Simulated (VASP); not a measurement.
Input of a VASP 6.6.1 run:

File INCAR:

```
SYSTEM = Al5In3As8
PREC     = Accurate       ! precision mode
ENCUT    = 520            ! plane-wave cutoff, eV
EDIFF    = 1E-6           ! SCF threshold, eV
ISMEAR   = -1             ! smearing method
SIGMA    = 0.05           ! smearing width, eV
LREAL    = Auto         
LASPH    = .TRUE.         ! aspherical terms in the spheres
NELM     = 100            ! most SCF steps
ALGO     = Normal         ! electronic algorithm
ISIF     = 2              ! what is computed and relaxed
LWAVE    = .FALSE.        ! write WAVECAR
LCHARG   = .FALSE.        ! write CHGCAR
GGA      = PS             ! functional
ISYM     = 0            
NBANDS   = 226            ! bands
```

File KPOINTS:

```
Automatic mesh
0
Gamma
  1 1 1
  0.25 0.25 0.25
```

Contents of POSCAR:

```
Al5In3As8
1.0
   11.6477158280      0.0000000000      0.0000000000
    0.0000000000     11.6477158280      0.0000000000
    0.0000000000      0.0000000000     11.6477158280
Al In As
20 12 32
Direct
    0.0016360000      0.9991770000      0.0029840000
    0.0028950000      0.0024380000      0.4974360000
    0.9971380000      0.4999770000      0.0027000000
    0.4970610000      0.0018030000      0.0041460000
    0.2496040000      0.2450640000      0.0035380000
    0.2489700000      0.2457230000      0.4947130000
    0.2469830000      0.7534760000      0.0025540000
    0.7489740000      0.2496480000      0.0036180000
    0.7526590000      0.7495980000      0.0031130000
    0.2495460000      0.0028170000      0.2454400000
    0.2476850000      0.0019310000      0.7538130000
    0.2488590000      0.4943240000      0.2450370000
    0.7482700000      0.0009840000      0.2439260000
    0.7489050000      0.4956750000      0.2433330000
    0.7515080000      0.4992810000      0.7570090000
    0.0004330000      0.2467730000      0.2457330000
    0.0002210000      0.7523140000      0.7561730000
    0.4966290000      0.2467710000      0.2449910000
    0.4964830000      0.2479190000      0.7535000000
    0.4980480000      0.7511370000      0.2444320000
    0.0025930000      0.4990100000      0.4982990000
    0.4992680000      0.0049900000      0.4960140000
    0.5039760000      0.4984000000      0.0049890000
    0.5001670000      0.4969800000      0.4960340000
    0.2509680000      0.7542300000      0.4983560000
    0.7523600000      0.2511220000      0.4957180000
    0.7529550000      0.7510810000      0.4989950000
    0.2508050000      0.4976510000      0.7544210000
    0.7544550000      0.0017480000      0.7572760000
    0.0050130000      0.2492180000      0.7541980000
    0.0008420000      0.7510340000      0.2456630000
    0.5027480000      0.7536790000      0.7571030000
    0.1245770000      0.1230420000      0.1237410000
    0.1308540000      0.1198420000      0.6191780000
    0.1301840000      0.6185020000      0.1184630000
    0.1204560000      0.6317730000      0.6323270000
    0.6230170000      0.1262120000      0.1244660000
    0.6218330000      0.1311250000      0.6321300000
    0.6331960000      0.6320160000      0.1316480000
    0.6304120000      0.6189500000      0.6327490000
    0.3699530000      0.3664930000      0.1278770000
    0.3723320000      0.3607970000      0.6231160000
    0.3725890000      0.8766360000      0.1248270000
    0.3720630000      0.8835570000      0.6328900000
    0.8750920000      0.3734900000      0.1244000000
    0.8716670000      0.3803510000      0.6330060000
    0.8703240000      0.8812070000      0.1181730000
    0.8890890000      0.8778730000      0.6260650000
    0.3686870000      0.1300340000      0.3650190000
    0.3736380000      0.1244000000      0.8779450000
    0.3723720000      0.6238850000      0.3600760000
    0.3705130000      0.6314990000      0.8855900000
    0.8800320000      0.1174500000      0.3665940000
    0.8791820000      0.1275010000      0.8921930000
    0.8687140000      0.6156710000      0.3647310000
    0.8752990000      0.6261420000      0.8782830000
    0.1291390000      0.3670440000      0.3676200000
    0.1264580000      0.3747400000      0.8924900000
    0.1258160000      0.8881980000      0.3715470000
    0.1242990000      0.8774060000      0.8781770000
    0.6231330000      0.3711270000      0.3573580000
    0.6297740000      0.3670990000      0.8713070000
    0.6236840000      0.8751010000      0.3618210000
    0.6271530000      0.8775480000      0.8930970000
```

Potentials or basis: VASP PAW PBE potentials, release 64 (Al, In_d, As).

Run with:

```console
$ cat potpaw_PBE.64/Al/POTCAR potpaw_PBE.64/In_d/POTCAR potpaw_PBE.64/As/POTCAR > POTCAR
$ mpirun -np 1 vasp_std > vasp.out
```

Question: What does it give for the pressure?

Answer: 0.2 GPa.

Question: What does it give for the band gap on the k mesh?

Answer: 1.65 eV, indirect (least direct gap 1.66 eV).

Question: What does it give for the largest force?

Answer: 0.131 eV/Å.

Forces on the atoms (eV/Å):
```
Al   0.031  0.017  0.019
Al   0.014  0.011  0.004
Al   0.030  0.017  0.003
Al   0.023  0.030  0.018
Al   0.015  0.014  0.019
Al  -0.003 -0.022  0.003
Al   0.008  0.021  0.018
Al   0.012  0.023  0.019
Al   0.017  0.027  0.003
Al   0.009  0.018  0.007
Al   0.013  0.027  0.027
Al  -0.009  0.010 -0.018
Al   0.015 -0.009  0.005
Al  -0.016 -0.025  0.015
Al   0.007  0.015  0.020
Al   0.012  0.000  0.005
Al   0.026  0.013  0.026
Al   0.008 -0.007 -0.006
Al   0.026  0.003  0.002
Al  -0.006  0.001  0.000
In  -0.038  0.000 -0.026
In  -0.017 -0.023 -0.020
In  -0.002 -0.007 -0.007
In  -0.028 -0.035 -0.015
In  -0.017 -0.044 -0.006
In  -0.060 -0.022 -0.019
In  -0.015 -0.023 -0.032
In  -0.016 -0.010 -0.030
In  -0.007 -0.007 -0.003
In   0.005 -0.001 -0.011
In  -0.035 -0.003 -0.003
In   0.005 -0.010 -0.012
As  -0.002 -0.014 -0.003
As   0.019  0.017  0.004
As   0.022 -0.003  0.005
As  -0.007  0.014 -0.013
As  -0.042 -0.017 -0.015
As  -0.015 -0.005 -0.013
As  -0.041 -0.054 -0.058
As  -0.015  0.001  0.012
As  -0.008 -0.014  0.039
As   0.045  0.035  0.053
As  -0.018 -0.007 -0.001
As  -0.005 -0.011 -0.008
As  -0.021 -0.003 -0.007
As  -0.011 -0.008 -0.003
As   0.006  0.023 -0.012
As  -0.016 -0.030 -0.039
As  -0.008  0.043 -0.017
As  -0.028 -0.016 -0.015
As   0.051  0.051  0.035
As  -0.011 -0.023 -0.002
As   0.029  0.003  0.017
As  -0.048 -0.041 -0.016
As   0.090  0.059  0.075
As  -0.018 -0.014 -0.004
As   0.032 -0.012  0.003
As  -0.021 -0.041 -0.008
As  -0.029 -0.003 -0.036
As  -0.021 -0.032 -0.012
As   0.067  0.059  0.008
As   0.012  0.017 -0.002
As   0.022  0.056  0.038
As  -0.016 -0.031 -0.009
```

Caveat: the PAW data sets were made with another functional, which shifts forces and pressure a little; spin-orbit coupling is left out, which moves the levels of the heavy elements. A k mesh can miss the band edges.
